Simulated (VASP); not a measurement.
# Zn (Pm-3n) in VASP: further runs

Runs on Zn. Level: RPBE. Tasks: single point, relaxation of cell and atoms.

Everything below comes from runs of VASP 6.6.1. Logs are shortened: lines on timing, memory, paths and dates and some standing lists are left out, and cuts for length are marked.

## (1) The cell of the first run

The structure is cubic, space group Pm-3n (No. 223). Conventional cell: a = 5.043 Å, b = 5.043 Å, c = 5.043 Å, α = 90.00°, β = 90.00°, γ = 90.00°. Within 3.7 Å of Zn (site symmetry m-3) lie 12 Zn at 2.82 Å. Within 3.3 Å of Zn (site symmetry -4m2) lie 14 Zn at 2.52 to 3.09 Å.

## (2) Single point, RPBE

INCAR

```
PREC = Accurate
ENCUT = 500
EDIFF = 1E-6
ISMEAR = -1
SIGMA = 0.1
LREAL = False
LASPH = True
NELM = 120
ALGO = Normal
ISIF = 2
LWAVE = False
LCHARG = False
GGA = RP
NBANDS = 58
GGA_COMPAT = False
```

KPOINTS

```
Automatic mesh
0
Gamma
  5 5 5
```

POSCAR

```
Zn
1.0
    5.0426846563      0.0000000000      0.0000000000
    0.0000000000      5.0426846563      0.0000000000
    0.0000000000      0.0000000000      5.0426846563
Zn
8
Direct
    1.0000000000      0.0000000000      1.0000000000
    0.5000000000      0.5000000000      0.5000000000
    0.2500000000      1.0000000000      0.5000000000
    0.7500000000      1.0000000000      0.5000000000
    0.5000000000      0.2500000000      1.0000000000
    0.5000000000      0.7500000000      0.0000000000
    0.0000000000      0.5000000000      0.2500000000
    0.0000000000      0.5000000000      0.7500000000
```

Potentials or basis: VASP PAW PBE potentials, release 64 (Zn).

Run with:

```console
cat potpaw_PBE.64/Zn/POTCAR > POTCAR
mpirun -np 1 vasp_std > vasp.out
```

OUTCAR:

```text
PREC = Accurate
   ENCUT = 500
   EDIFF = 1E-6
   ISMEAR = -1
   LREAL = False
   LASPH = True
   NELM = 120
   ISIF = 2
   GGA = RP

 ion  position               nearest neighbor table
   1  0.000  0.000  0.000-   3 2.82   4 2.82   5 2.82   6 2.82   7 2.82   8 2.82   3 2.82   4 2.82
                             7 2.82   8 2.82   5 2.82   6 2.82
   2  0.500  0.500  0.500-   3 2.82   4 2.82   5 2.82   6 2.82   7 2.82   8 2.82   5 2.82   6 2.82
                             3 2.82   4 2.82   7 2.82   8 2.82
   3  0.250  0.000  0.500-   4 2.52   4 2.52   1 2.82   1 2.82   2 2.82   2 2.82
   4  0.750  0.000  0.500-   3 2.52   3 2.52   1 2.82   1 2.82   2 2.82   2 2.82
   5  0.500  0.250  0.000-   6 2.52   6 2.52   1 2.82   2 2.82   2 2.82   1 2.82
   6  0.500  0.750  0.000-   5 2.52   5 2.52   1 2.82   2 2.82   2 2.82   1 2.82
   7  0.000  0.500  0.250-   8 2.52   8 2.52   1 2.82   2 2.82   1 2.82   2 2.82
   8  0.000  0.500  0.750-   7 2.52   7 2.52   1 2.82   2 2.82   1 2.82   2 2.82

  LATTYP: Found a simple cubic cell.
 ALAT       =     5.0426846563

  Lattice vectors:

 A1 = (   5.0426846563,   0.0000000000,   0.0000000000)
 A2 = (   0.0000000000,   5.0426846563,   0.0000000000)
 A3 = (   0.0000000000,   0.0000000000,   5.0426846563)

Analysis of symmetry for initial positions (statically):
=====================================================================
 Subroutine PRICEL returns:
 Original cell was already a primitive cell.

 Routine SETGRP: Setting up the symmetry group for a
 simple cubic supercell.

 Subroutine GETGRP returns: Found 48 space group operations
 (whereof 24 operations were pure point group operations)
 out of a pool of 48 trial point group operations.

The static configuration has the point symmetry T_h .
 The point group associated with its full space group is O_h .

Analysis of symmetry for dynamics (positions and initial velocities):
=====================================================================
 Subroutine PRICEL returns:
 Original cell was already a primitive cell.

 Routine SETGRP: Setting up the symmetry group for a
 simple cubic supercell.

 Subroutine GETGRP returns: Found 48 space group operations
 (whereof 24 operations were pure point group operations)
 out of a pool of 48 trial point group operations.

The dynamic configuration has the point symmetry T_h .
 The point group associated with its full space group is O_h .

 Subroutine INISYM returns: Found 48 space group operations
 (whereof 24 operations are pure point group operations),
 and found     1 'primitive' translations

----------------------------------------------------------------------------------------

                                     Primitive cell

  volume of cell :     128.2288

  direct lattice vectors                    reciprocal lattice vectors
     5.042684656  0.000000000  0.000000000     0.198307066  0.000000000  0.000000000
     0.000000000  5.042684656  0.000000000     0.000000000  0.198307066  0.000000000
     0.000000000  0.000000000  5.042684656     0.000000000  0.000000000  0.198307066

  length of vectors
     5.042684656  5.042684656  5.042684656     0.198307066  0.198307066  0.198307066

  position of ions in fractional coordinates (direct lattice)
     0.000000000  0.000000000  0.000000000
     0.500000000  0.500000000  0.500000000
     0.250000000  0.000000000  0.500000000
     0.750000000  0.000000000  0.500000000
     0.500000000  0.250000000  0.000000000
     0.500000000  0.750000000  0.000000000
     0.000000000  0.500000000  0.250000000
     0.000000000  0.500000000  0.750000000

  ion indices of the primitive-cell ions
   primitive index   ion index
                 1           1
                 2           2
                 3           3
                 4           4
                 5           5
                 6           6
                 7           7
                 8           8

----------------------------------------------------------------------------------------

 KPOINTS: Automatic mesh

Automatic generation of k-mesh.
 Grid dimensions read from file:
 generate k-points for:    5    5    5

 Generating k-lattice:

  Cartesian coordinates                     Fractional coordinates (reciprocal lattice)
     0.039661413  0.000000000  0.000000000     0.200000000  0.000000000  0.000000000
     0.000000000  0.039661413  0.000000000     0.000000000  0.200000000  0.000000000
     0.000000000  0.000000000  0.039661413     0.000000000  0.000000000  0.200000000

  Length of vectors
     0.039661413  0.039661413  0.039661413

  Shift w.r.t. Gamma in fractional coordinates (k-lattice)
     0.000000000  0.000000000  0.000000000

 Subroutine IBZKPT returns following result:
 ===========================================

 Found     10 irreducible k-points:

 Following reciprocal coordinates:
            Coordinates               Weight
  0.000000  0.000000  0.000000      1.000000
  0.200000  0.000000  0.000000      6.000000
  0.400000  0.000000  0.000000      6.000000
  0.200000  0.200000  0.000000     12.000000
  0.400000  0.200000  0.000000     24.000000
  0.400000  0.400000  0.000000     12.000000
  0.200000  0.200000  0.200000      8.000000
  0.400000  0.200000  0.200000     24.000000
  0.400000  0.400000  0.200000     24.000000
  0.400000  0.400000  0.400000      8.000000
   k-points           NKPTS =     10   k-points in BZ     NKDIM =     10   number of bands    NBANDS=     58
   number of dos      NEDOS =    301   number of ions     NIONS =      8
   total plane-waves  NPLWV =  64000
   dimension x,y,z NGX =    40 NGY =   40 NGZ =   40
   dimension x,y,z NGXF=    80 NGYF=   80 NGZF=   80
   ions per type =               8
   NGX,Y,Z   is equivalent  to a cutoff of  13.19, 13.19, 13.19 a.u.
   NGXF,Y,Z  is equivalent  to a cutoff of  26.37, 26.37, 26.37 a.u.
 SYSTEM =  unknown system
   PREC   = accura    normal or accurate (medium, high low for compatibility)
   ISTART =      0    job   : 0-new  1-cont  2-samecut
   ICHARG =      2    charge: 1-file 2-atom 10-const
   ISPIN  =      1    spin polarized calculation?
   LNONCOLLINEAR =      F non collinear calculations
   LSORBIT =      F    spin-orbit coupling
   LASPH  =      T    aspherical Exc in radial PAW
   ENCUT  =  500.0 eV  36.75 Ry    6.06 a.u.   9.19  9.19  9.19*2*pi/ulx,y,z
   NELM   =    120;   NELMIN=  2; NELMDL= -5     # of ELM steps
   EDIFF  = 0.1E-05   stopping-criterion for ELM
   LREAL  =      F    real-space projection
   EDIFFG = 0.1E-04   stopping-criterion for IOM
   NSW    =      0    number of steps for IOM
   IBRION =     -1    ionic relax: 0-MD 1-quasi-New 2-CG
   NFREE  =      0    steps in history (QN), initial steepest desc. (CG)
   ISIF   =      2    stress and relaxation
   ISYM   =      2    0-nonsym 1-usesym 2-fastsym
   POTIM  = 0.5000    time-step for ionic-motion
   TEBEG  =    0.0;   TEEND  =   0.0 temperature during run
   PSTRESS=    0.0 pullay stress
   NELECT =      96.0000    total number of electrons
   NUPDOWN=      -1.0000    fix difference up-down
   EMIN   =  10.00;   EMAX   =-10.00  energy-range for DOS
   EFERMI =   0.00;   METHOD = LEGACY
   ISMEAR =    -1;   SIGMA  =   0.10  broadening in eV -4-tet -1-fermi 0-gaus
   EFERMI_NEDOS =   21; number of points for ismear=-14 and -15
   IALGO  =     38    algorithm
   IMIX   =      4    mixing-type and parameters
     AMIX     =   0.40;   BMIX     =  1.00
     AMIX_MAG =   1.60;   BMIX_MAG =  1.00
  volume/ion in A,a.u.               =      16.03       108.17
  Fermi-wavevector in a.u.,A,eV,Ry     =   1.486518  2.809111 30.065270  2.209735
  Thomas-Fermi vector in A             =   2.599794
   LORBIT       =      0    0 simple, 1 ext, 2 COOP (PROOUT), +10 PAW based schemes
   GGA     = RP    functional components
   LHFCALC =     F    Hartree Fock is set to
   AEXX    =    0.0000 exact exchange contribution
   IVDW    =     0    specifies the selected vdW correction
   LEPSILON=     F    determine dielectric tensor
   LRPA    =     F    only Hartree local field effects (RPA)
 non-spin polarized calculation
  energy-cutoff  :      500.00
  volume of cell :      128.23
 maximum number of plane-waves:      3271
 NGX is ok and might be reduce to    40
   NGX = 19   NGY = 19   NGZ = 19

 number of electron      96.0000183 magnetization

 Free energy of the ion-electron system (eV)
  ---------------------------------------------------
  ext. energy  EPLUGINS =         0.00000000
  ---------------------------------------------------
  free energy    TOTEN  =        -5.67482826 eV

  energy without entropy =       -5.58172645  energy(sigma->0) =       -5.62827736

 E-fermi :   2.8858     XC(G=0): -11.1505

 val. band max:        2.7093744664   @ k =   0.2000   0.2000   0.2000
 cond. band min:       2.9193257744   @ k =   0.4000   0.2000   0.2000
 fundamental gap:      0.2099513080
 Fermi energy:         2.8858362289

 k-point     1 :       0.0000    0.0000    0.0000
  band No.  band energies     occupation
      1      -7.0912      2.00000
      2      -5.4450      2.00000
      3      -5.4450      2.00000
      4      -5.1425      2.00000
      5      -5.0467      2.00000
      6      -5.0467      2.00000
[... 50 lines left out ...]
     57       6.4725      0.00000
     58       6.4725      0.00000

 k-point     2 :       0.2000    0.0000    0.0000
  band No.  band energies     occupation
      1      -6.8514      2.00000
      2      -5.4603      2.00000
      3      -5.3622      2.00000
      4      -5.1629      2.00000
      5      -5.1112      2.00000
      6      -5.0316      2.00000
[... 50 lines left out ...]
     57       8.0579      0.00000
     58       8.7086      0.00000
[... 425 lines left out ...]
     57      10.1062      0.00000
     58      10.2754      0.00000

 k-point    10 :       0.4000    0.4000    0.4000
  band No.  band energies     occupation
      1      -5.0717      2.00000
      2      -5.0717      2.00000
      3      -5.0550      2.00000
      4      -5.0371      2.00000
      5      -5.0371      2.00000
      6      -5.0255      2.00000
[... 50 lines left out ...]
     57       8.7956      0.00000
     58       9.8546      0.00000

------------------------ aborting loop because EDIFF is reached ----------------------------------------

  FORCE on cell =-STRESS in cart. coord.  units (eV):
  Direction    XX          YY          ZZ          XY          YZ          ZX
  --------------------------------------------------------------------------------------
  -------------------------------------------------------------------------------------
  Total        0.3233303      0.3233303      0.3233303     -0.0000000     -0.0000000      0.0000000
  in kB        4.0399086      4.0399086      4.0399086     -0.0000000     -0.0000000      0.0000000
  external PRESSURE =       4.0399086 kB  Pullay stress =       0.0000000 kB

 VOLUME and BASIS-vectors are now :
 -----------------------------------------------------------------------------
  energy-cutoff  :      500.00
  volume of cell :      128.23
      direct lattice vectors                 reciprocal lattice vectors
     5.042684656  0.000000000  0.000000000     0.198307066  0.000000000  0.000000000
     0.000000000  5.042684656  0.000000000     0.000000000  0.198307066  0.000000000
     0.000000000  0.000000000  5.042684656     0.000000000  0.000000000  0.198307066

 POSITION                                       TOTAL-FORCE (eV/Angst)
 -----------------------------------------------------------------------------------
      0.00000      0.00000      0.00000         0.000000      0.000000      0.000000
      2.52134      2.52134      2.52134         0.000000      0.000000      0.000000
      1.26067      0.00000      2.52134        -0.000000      0.000000     -0.000000
      3.78201      0.00000      2.52134         0.000000      0.000000      0.000000
      2.52134      1.26067      0.00000         0.000000      0.000000     -0.000000
      2.52134      3.78201      0.00000         0.000000      0.000000      0.000000
      0.00000      2.52134      1.26067        -0.000000     -0.000000      0.000000
      0.00000      2.52134      3.78201        -0.000000     -0.000000      0.000000
 -----------------------------------------------------------------------------------
    total drift:                               -0.000000     -0.000000     -0.000000

  FREE ENERGIE OF THE ION-ELECTRON SYSTEM (eV)
  ---------------------------------------------------
  free  energy   TOTEN  =        -5.6748282586 eV

  energy  without entropy=       -5.5817264518  energy(sigma->0) =       -5.62827736
```

It took 92 s on 1 thread of Intel Xeon 6975P-C, shared host; peak memory 0.25 GiB.

Results:

```yaml
Free_energy: -5.6748 eV
Pressure: 0.4 GPa
Band_gap_on_the_k_mesh: zero (band 48 reaches 4.57 eV, above the bottom of band 49 at 2.15 eV)
```

Caveat: the PAW data sets were made with another functional, which shifts forces and pressure a little.

## (3) Single point, RPBE

INCAR

```
SYSTEM = Zn
PREC = Accurate
ENCUT = 500
EDIFF = 1E-6
ISMEAR = -1
SIGMA = 0.1
LREAL = .FALSE.
LASPH = .TRUE.
NELM = 120
ALGO = Normal
ISIF = 2
LWAVE = .FALSE.
LCHARG = .FALSE.
GGA = RP
NBANDS = 58
GGA_COMPAT = .FALSE.
```

KPOINTS

```
regular mesh
0
G
  7 7 7
  0 0 0
```

POSCAR is that of step 2.

Potentials or basis: VASP PAW PBE potentials, release 64 (Zn).

Run with:

```console
cat potpaw_PBE.64/Zn/POTCAR > POTCAR
mpirun -np 1 vasp_std > vasp.out
```

Run time: 2.9 min. Hardware: 1 thread of Intel Xeon 6975P-C, shared host; peak memory 0.28 GiB.

Results (log left out):

- Free energy: -5.7514 eV
- Pressure: 0.8 GPa
- Band gap on the k mesh: zero (band 48 reaches 4.58 eV, above the bottom of band 49 at 1.96 eV)

Levels at points of the mesh, in eV from the Fermi level:
```tsv
k point	band 44	band 45	band 46	band 47	band 48	band 49	band 50	band 51	band 52	band 53
(0.00, 0.00, 0.00)	-3.17	-3.07	-3.04	-3.04	1.83	1.83	2.58	2.58	2.58	3.10
```

Caveat: the PAW data sets were made with another functional, which shifts forces and pressure a little.

## (4) Relaxation of cell and atoms, RPBE

This run uses another cell than the first one, of 15.21 Å³/atom, 0.949 times its volume.

INCAR

```
ALGO = Normal ; EDIFF = 1E-7
EDIFFG = -0.01 ; ENCUT = 500
GGA = RP ; GGA_COMPAT = False
IBRION = 2 ; ISIF = 3
ISMEAR = -1 ; LASPH = True
LCHARG = False ; LREAL = False
LWAVE = False ; NELM = 120
NELMIN = 4 ; NSW = 80
PREC = Accurate ; SIGMA = 0.1
```

KPOINTS

```
k-points
0
Gamma
  5 5 5
```

POSCAR

```
Zn
1.0
    4.9553948694      0.0000000000      0.0000000000
    0.0000000000      4.9553948694      0.0000000000
    0.0000000000      0.0000000000      4.9553948694
Zn
8
Direct
    0.0000000000      0.0000000000      0.0000000000
    0.5000000000      0.5000000000      0.5000000000
    0.2500000000      0.0000000000      0.5000000000
    0.7500000000      0.0000000000      0.5000000000
    0.5000000000      0.2500000000      0.0000000000
    0.5000000000      0.7500000000      0.0000000000
    0.0000000000      0.5000000000      0.2500000000
    0.0000000000      0.5000000000      0.7500000000
```

Run with:

```console
cat potpaw_PBE.64/Zn/POTCAR > POTCAR
mpirun -np 1 vasp_std > vasp.out
```

Run time: 3.2 min. Hardware: 1 thread of Intel Xeon 6975P-C, shared host; peak memory 0.23 GiB.

Results (log left out):

```yaml
Free_energy: -5.6726 eV
Relaxed_volume: 16.09 Å³/atom
Relaxed_cell: a = 5.049 Å, b = 5.049 Å, c = 5.049 Å, α = 90.00°, β = 90.00°, γ = 90.00°
Space_group_after_relaxing_to_0.05_Å: Pm-3n (No. 223)
Energy_gained_by_relaxing: 9.6 meV/atom
Ionic_steps: 3
Pressure_after_relaxing: 0.0 GPa
Band_gap_on_the_k_mesh: zero (band 48 reaches 4.54 eV, above the bottom of band 49 at 2.12 eV)
```

Step by step:
```
step  energy change (eV)  largest force (eV/Å)  pressure (GPa)  volume (Å³)
   1              0.0000                0.0000            3.78       121.68
   2             -0.0766                0.0000            0.26       128.11
   3             -0.0769                0.0000           -0.04       128.70
```

Final structure:
```
Zn
1.0
     5.04882    0.00000    0.00000
     0.00000    5.04882    0.00000
     0.00000    0.00000    5.04882
Zn
8
Direct
  0.00000 0.00000 0.00000
  0.50000 0.50000 0.50000
  0.25000 0.00000 0.50000
  0.75000 0.00000 0.50000
  0.50000 0.25000 0.00000
  0.50000 0.75000 0.00000
  0.00000 0.50000 0.25000
  0.00000 0.50000 0.75000
```

Levels at points of the mesh, in eV from the Fermi level:
| k point | band 46 | band 47 | band 48 | band 49 | band 50 | band 51 |
| --- | --- | --- | --- | --- | --- | --- |
| (0.00, 0.00, 0.00) | -3.17 | -3.17 | 1.68 | 1.68 | 2.45 | 2.45 |

Caveat: the PAW data sets were made with another functional, which shifts forces and pressure a little.

## (5) The runs side by side

```csv
task,cell,k mesh,gap on the mesh (eV),pressure (GPa)
single point,"a = 5.043 Å, 8 atoms",5 × 5 × 5,none,0.4
single point,"a = 5.043 Å, 8 atoms",7 × 7 × 7,none,0.8
relaxation of cell and atoms,"relaxed from a = 4.955 Å, 8 atoms",5 × 5 × 5,none,0.0
```

Alike in all rows: level RPBE; potentials or basis VASP PAW PBE potentials, release 64 (Zn); no spin polarisation; cutoff (eV) 500; smearing fermi-dirac 0.1 eV.

Caveats: the PAW data sets were made with another functional, which shifts forces and pressure a little.

Total energies depend on the potentials used, so only differences within one code and one set of settings carry meaning.
